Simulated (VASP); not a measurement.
# SrTiO3 (P4mm) in VASP: single point with PBE

Aim: the single point of SrTiO3 with PBE.

Program: VASP 6.6.1. These are calculated values, not measurements. Logs are shortened: lines on timing, memory, paths and dates and some standing lists are left out, and cuts for length are marked.

## (1) The cell of the first run

Symmetry: P4mm, No. 99, tetragonal system. The conventional cell has a = 3.936 Å, b = 3.936 Å, c = 3.936 Å, α = 90.00°, β = 90.00°, γ = 90.00°. Sr (site symmetry 4mm) has 12 O at 2.78 Å and 8 Ti at 3.34 to 3.48 Å within 3.7 Å. Within 2.5 Å of Ti (site symmetry 4mm) lie 6 O at 1.85 to 2.09 Å. Within 2.5 Å of O (site symmetry 4mm) lie 2 Ti at 1.85 to 2.09 Å. Within 2.6 Å of O (site symmetry 2mm) lie 2 Ti at 1.97 Å.

## (2) Single point, PBE (atom 2 (Ti) moved -0.120 Å along Cartesian [1 0 0])

File INCAR:

```
SYSTEM = SrTiO3
PREC = Accurate
ENCUT = 520
EDIFF = 1E-6
ISMEAR = 0
SIGMA = 0.05
LREAL = .FALSE.
LASPH = .TRUE.
NELM = 80
ALGO = Normal
ISIF = 2
LWAVE = .FALSE.
LCHARG = .FALSE.
GGA = PE
NBANDS = 28
```

File KPOINTS:

```
regular mesh
0
G
  8 8 8
  0 0 0
```

File POSCAR:

```
SrTiO3
1.0
    3.9364035669      0.0000000000      0.0000000000
    0.0000000000      3.9364035669      0.0000000000
    0.0000000000      0.0000000000      3.9364035669
Sr Ti O
1 1 3
Direct
    0.0000000000      0.0000000000      0.0000000000
    0.4695153208      0.5000000000      0.5000000000
    0.0000000000      0.5000000000      0.5000000000
    0.5000000000      0.0000000000      0.5000000000
    0.5000000000      0.5000000000      0.0000000000
```

Potentials or basis: VASP PAW PBE potentials, release 64 (Sr_sv, Ti_sv, O).

On the command line:

```
$ cat potpaw_PBE.64/Sr_sv/POTCAR potpaw_PBE.64/Ti_sv/POTCAR potpaw_PBE.64/O/POTCAR > POTCAR
$ mpirun -np 1 vasp_std > vasp.out
```

OUTCAR:

```text
SYSTEM = SrTiO3
   PREC = Accurate
   ENCUT = 520
   EDIFF = 1E-6
   ISMEAR = 0
   LREAL = .FALSE.
   LASPH = .TRUE.
   NELM = 80
   ISIF = 2
   GGA = PE

 ion  position               nearest neighbor table
   1  0.000  0.000  0.000-   3 2.78   4 2.78   5 2.78   3 2.78   4 2.78   3 2.78   5 2.78   3 2.78
                             4 2.78   5 2.78   4 2.78   5 2.78   2 3.34   2 3.34   2 3.34   2 3.34
   2  0.470  0.500  0.500-   3 1.85   4 1.97   5 1.97   5 1.97   4 1.97   3 2.09   1 3.34   1 3.34
                             1 3.34   1 3.34   1 3.48   1 3.48   1 3.48   1 3.48
   3  0.000  0.500  0.500-   2 1.85   2 2.09   1 2.78   1 2.78   1 2.78   1 2.78
   4  0.500  0.000  0.500-   2 1.97   2 1.97   1 2.78   1 2.78   1 2.78   1 2.78
   5  0.500  0.500  0.000-   2 1.97   2 1.97   1 2.78   1 2.78   1 2.78   1 2.78

  LATTYP: Found a simple cubic cell.
 ALAT       =     3.9364035669

  Lattice vectors:

 A1 = (   3.9364035669,   0.0000000000,   0.0000000000)
 A2 = (   0.0000000000,   3.9364035669,   0.0000000000)
 A3 = (   0.0000000000,   0.0000000000,   3.9364035669)

Analysis of symmetry for initial positions (statically):
=====================================================================
 Subroutine PRICEL returns:
 Original cell was already a primitive cell.

 Routine SETGRP: Setting up the symmetry group for a
 simple cubic supercell.

 Subroutine GETGRP returns: Found  8 space group operations
 (whereof  8 operations were pure point group operations)
 out of a pool of 48 trial point group operations.

The static configuration has the point symmetry C_4v.

Analysis of symmetry for dynamics (positions and initial velocities):
=====================================================================
 Subroutine PRICEL returns:
 Original cell was already a primitive cell.

 Routine SETGRP: Setting up the symmetry group for a
 simple cubic supercell.

 Subroutine GETGRP returns: Found  8 space group operations
 (whereof  8 operations were pure point group operations)
 out of a pool of 48 trial point group operations.

The dynamic configuration has the point symmetry C_4v.

 Subroutine INISYM returns: Found  8 space group operations
 (whereof  8 operations are pure point group operations),
 and found     1 'primitive' translations

----------------------------------------------------------------------------------------

                                     Primitive cell

  volume of cell :      60.9956

  direct lattice vectors                    reciprocal lattice vectors
     3.936403567  0.000000000  0.000000000     0.254038993  0.000000000  0.000000000
     0.000000000  3.936403567  0.000000000     0.000000000  0.254038993  0.000000000
     0.000000000  0.000000000  3.936403567     0.000000000  0.000000000  0.254038993

  length of vectors
     3.936403567  3.936403567  3.936403567     0.254038993  0.254038993  0.254038993

  position of ions in fractional coordinates (direct lattice)
     0.000000000  0.000000000  0.000000000
     0.469515321  0.500000000  0.500000000
     0.000000000  0.500000000  0.500000000
     0.500000000  0.000000000  0.500000000
     0.500000000  0.500000000  0.000000000

  ion indices of the primitive-cell ions
   primitive index   ion index
                 1           1
                 2           2
                 3           3
                 4           4
                 5           5

----------------------------------------------------------------------------------------

 KPOINTS: regular mesh

Automatic generation of k-mesh.
 Grid dimensions read from file:
 generate k-points for:    8    8    8

 Generating k-lattice:

  Cartesian coordinates                     Fractional coordinates (reciprocal lattice)
     0.031754874  0.000000000  0.000000000     0.125000000  0.000000000  0.000000000
     0.000000000  0.031754874  0.000000000     0.000000000  0.125000000  0.000000000
     0.000000000  0.000000000  0.031754874     0.000000000  0.000000000  0.125000000

  Length of vectors
     0.031754874  0.031754874  0.031754874

  Shift w.r.t. Gamma in fractional coordinates (k-lattice)
     0.000000000  0.000000000  0.000000000

 Subroutine IBZKPT returns following result:
 ===========================================

 Found     75 irreducible k-points:

 Following reciprocal coordinates:
            Coordinates               Weight
  0.000000  0.000000  0.000000      1.000000
  0.125000  0.000000  0.000000      2.000000
  0.000000  0.125000  0.000000      4.000000
  0.250000  0.000000  0.000000      2.000000
  0.000000  0.250000  0.000000      4.000000
  0.375000  0.000000  0.000000      2.000000
[... 16 lines left out ...]
  0.375000  0.250000  0.000000      8.000000
  0.000000  0.375000  0.250000      8.000000
 [... further k-points ...]
   k-points           NKPTS =     75   k-points in BZ     NKDIM =     75   number of bands    NBANDS=     28
   number of dos      NEDOS =    301   number of ions     NIONS =      5
   total plane-waves  NPLWV =  27000
   dimension x,y,z NGX =    30 NGY =   30 NGZ =   30
   dimension x,y,z NGXF=    60 NGYF=   60 NGZF=   60
   ions per type =               1   1   3
   NGX,Y,Z   is equivalent  to a cutoff of  12.67, 12.67, 12.67 a.u.
   NGXF,Y,Z  is equivalent  to a cutoff of  25.34, 25.34, 25.34 a.u.
 SYSTEM =  SrTiO3
   PREC   = accura    normal or accurate (medium, high low for compatibility)
   ISTART =      0    job   : 0-new  1-cont  2-samecut
   ICHARG =      2    charge: 1-file 2-atom 10-const
   ISPIN  =      1    spin polarized calculation?
   LNONCOLLINEAR =      F non collinear calculations
   LSORBIT =      F    spin-orbit coupling
   LASPH  =      T    aspherical Exc in radial PAW
   ENCUT  =  520.0 eV  38.22 Ry    6.18 a.u.   7.32  7.32  7.32*2*pi/ulx,y,z
   NELM   =     80;   NELMIN=  2; NELMDL= -5     # of ELM steps
   EDIFF  = 0.1E-05   stopping-criterion for ELM
   LREAL  =      F    real-space projection
   EDIFFG = 0.1E-04   stopping-criterion for IOM
   NSW    =      0    number of steps for IOM
   IBRION =     -1    ionic relax: 0-MD 1-quasi-New 2-CG
   NFREE  =      0    steps in history (QN), initial steepest desc. (CG)
   ISIF   =      2    stress and relaxation
   ISYM   =      2    0-nonsym 1-usesym 2-fastsym
   POTIM  = 0.5000    time-step for ionic-motion
   TEBEG  =    0.0;   TEEND  =   0.0 temperature during run
   PSTRESS=    0.0 pullay stress
   NELECT =      40.0000    total number of electrons
   NUPDOWN=      -1.0000    fix difference up-down
   EMIN   =  10.00;   EMAX   =-10.00  energy-range for DOS
   EFERMI =   0.00;   METHOD = LEGACY
   ISMEAR =     0;   SIGMA  =   0.05  broadening in eV -4-tet -1-fermi 0-gaus
   EFERMI_NEDOS =   21; number of points for ismear=-14 and -15
   IALGO  =     38    algorithm
   IMIX   =      4    mixing-type and parameters
     AMIX     =   0.40;   BMIX     =  1.00
     AMIX_MAG =   1.60;   BMIX_MAG =  1.00
  volume/ion in A,a.u.               =      12.20        82.32
  Fermi-wavevector in a.u.,A,eV,Ry     =   1.422313  2.687782 27.524240  2.022975
  Thomas-Fermi vector in A             =   2.543030
   LORBIT       =      0    0 simple, 1 ext, 2 COOP (PROOUT), +10 PAW based schemes
   GGA     = PE    functional components
   LHFCALC =     F    Hartree Fock is set to
   AEXX    =    0.0000 exact exchange contribution
   IVDW    =     0    specifies the selected vdW correction
   LEPSILON=     F    determine dielectric tensor
   LRPA    =     F    only Hartree local field effects (RPA)
 non-spin polarized calculation
 Gauss-broadening in eV      SIGMA  =   0.05
  energy-cutoff  :      520.00
  volume of cell :       61.00
 maximum number of plane-waves:      1671
 NGX is ok and might be reduce to    30
   NGX = 15   NGY = 15   NGZ = 15

 number of electron      39.9999991 magnetization

 Free energy of the ion-electron system (eV)
  ---------------------------------------------------
  ext. energy  EPLUGINS =         0.00000000
  ---------------------------------------------------
  free energy    TOTEN  =       -40.08497870 eV

  energy without entropy =      -40.08497870  energy(sigma->0) =      -40.08497870

 E-fermi :   4.3711     XC(G=0): -11.1400

 val. band max:        4.0113730190   @ k =   0.5000   0.5000   0.5000
 cond. band min:       5.8430240484   @ k =   0.0000   0.0000   0.0000
 fundamental gap:      1.8316510294
 Fermi energy:         4.3711265413

 k-point     1 :       0.0000    0.0000    0.0000
  band No.  band energies     occupation
      1     -52.5002      2.00000
      2     -28.9159      2.00000
      3     -28.7729      2.00000
      4     -28.7314      2.00000
      5     -28.7314      2.00000
      6     -13.3730      2.00000
[... 20 lines left out ...]
     27       9.3409      0.00000
     28       9.9504      0.00000

 k-point     2 :       0.1250    0.0000    0.0000
  band No.  band energies     occupation
      1     -52.5000      2.00000
      2     -28.9241      2.00000
      3     -28.7711      2.00000
      4     -28.7310      2.00000
      5     -28.7310      2.00000
      6     -13.3680      2.00000
[... 20 lines left out ...]
     27       9.5848      0.00000
     28      10.3337      0.00000

 k-point     3 :       0.0000    0.1250    0.0000
  band No.  band energies     occupation
      1     -52.5000      2.00000
      2     -28.9212      2.00000
      3     -28.7738      2.00000
      4     -28.7311      2.00000
      5     -28.7310      2.00000
      6     -13.3846      2.00000
[... 20 lines left out ...]
     27       9.6051      0.00000
     28      10.3124      0.00000

 k-point     4 :       0.2500    0.0000    0.0000
  band No.  band energies     occupation
      1     -52.4995      2.00000
      2     -28.9444      2.00000
      3     -28.7662      2.00000
      4     -28.7301      2.00000
      5     -28.7301      2.00000
      6     -13.4097      2.00000
[... 578 lines left out ...]
     27      11.1169      0.00000
     28      11.7305      0.00000

 k-point    23 :       0.3750    0.2500    0.0000
  band No.  band energies     occupation
      1     -52.4983      2.00000
      2     -28.9363      2.00000
      3     -28.7928      2.00000
      4     -28.7483      2.00000
      5     -28.7279      2.00000
      6     -13.2380      2.00000
[... 20 lines left out ...]
     27      11.8737      0.00000
     28      12.2209      0.00000

 k-point    24 :       0.0000    0.3750    0.2500
  band No.  band energies     occupation
      1     -52.4983      2.00000
      2     -28.9247      2.00000
      3     -28.7727      2.00000
      4     -28.7668      2.00000
      5     -28.7401      2.00000
      6     -13.3003      2.00000
[... 20 lines left out ...]
     27      11.8638      0.00000
     28      12.1611      0.00000

 [... further k-points ...]

------------------------ aborting loop because EDIFF is reached ----------------------------------------

  FORCE on cell =-STRESS in cart. coord.  units (eV):
  Direction    XX          YY          ZZ          XY          YZ          ZX
  --------------------------------------------------------------------------------------
  -------------------------------------------------------------------------------------
  Total        1.1710678      0.3319237      0.3319237      0.0000000      0.0000000      0.0000000
  in kB       30.7605275      8.7186659      8.7186659      0.0000000      0.0000000      0.0000000
  external PRESSURE =      16.0659531 kB  Pullay stress =       0.0000000 kB

 VOLUME and BASIS-vectors are now :
 -----------------------------------------------------------------------------
  energy-cutoff  :      520.00
  volume of cell :       61.00
      direct lattice vectors                 reciprocal lattice vectors
     3.936403567  0.000000000  0.000000000     0.254038993  0.000000000  0.000000000
     0.000000000  3.936403567  0.000000000     0.000000000  0.254038993  0.000000000
     0.000000000  0.000000000  3.936403567     0.000000000  0.000000000  0.254038993

 POSITION                                       TOTAL-FORCE (eV/Angst)
 -----------------------------------------------------------------------------------
      0.00000      0.00000      0.00000        -0.345307      0.000000     -0.000000
      1.84820      1.96820      1.96820         0.483217     -0.000000      0.000000
      0.00000      1.96820      1.96820        -0.056286      0.000000     -0.000000
      1.96820      0.00000      1.96820        -0.040812      0.000000     -0.000000
      1.96820      1.96820      0.00000        -0.040812      0.000000     -0.000000
 -----------------------------------------------------------------------------------
    total drift:                                0.000066      0.000000      0.000001

  FREE ENERGIE OF THE ION-ELECTRON SYSTEM (eV)
  ---------------------------------------------------
  free  energy   TOTEN  =       -40.0849787012 eV

  energy  without entropy=      -40.0849787012  energy(sigma->0) =      -40.08497870
```

Run time: 1.8 min. Hardware: 1 thread of Intel Xeon Platinum 8375C at 2.90GHz (Ice Lake), shared host; peak memory 0.26 GiB.

What came out:

```
Free energy            : -40.0850 eV
Pressure               : 1.6 GPa
Largest force          : 0.483 eV/Å
Band gap on the k mesh : 1.83 eV, indirect (least direct gap 2.36 eV)
```

Forces on the atoms (eV/Å):
```
Sr  -0.345  0.000  0.000
Ti   0.483  0.000  0.000
O   -0.056  0.000  0.000
O   -0.041  0.000  0.000
O   -0.041  0.000  0.000
```

Stress tensor (GPa, compression positive):
```
3.08 0.00 0.00
0.00 0.87 0.00
0.00 0.00 0.87
```

Levels at points of the mesh, in eV from the valence-band top:
```csv
k point,band 17,band 18,band 19,band 20,band 21,band 22,band 23,band 24
"(0.00, 0.00, 0.00)",-1.17,-0.56,-0.52,-0.52,1.83,2.10,2.10,4.21
"(0.50, 0.00, 0.00)",-2.40,-1.96,-0.74,-0.74,1.99,3.77,3.77,4.21
"(0.00, 0.50, 0.00)",-2.27,-1.91,-1.02,-0.88,2.26,3.65,3.70,4.31
"(0.50, 0.50, 0.00)",-1.74,-1.56,-1.55,-0.19,3.67,3.78,4.13,5.13
"(0.00, 0.50, 0.50)",-1.79,-1.71,-1.71,-0.09,3.71,3.71,4.10,5.06
"(0.50, 0.50, 0.50)",-3.66,-0.10,-0.10,0.00,4.29,4.32,4.32,6.65
```

Caveat: the cell differs from its parent crystal (atom 2 (Ti) moved -0.120 Å along Cartesian [1 0 0]). A k mesh can miss the band edges.
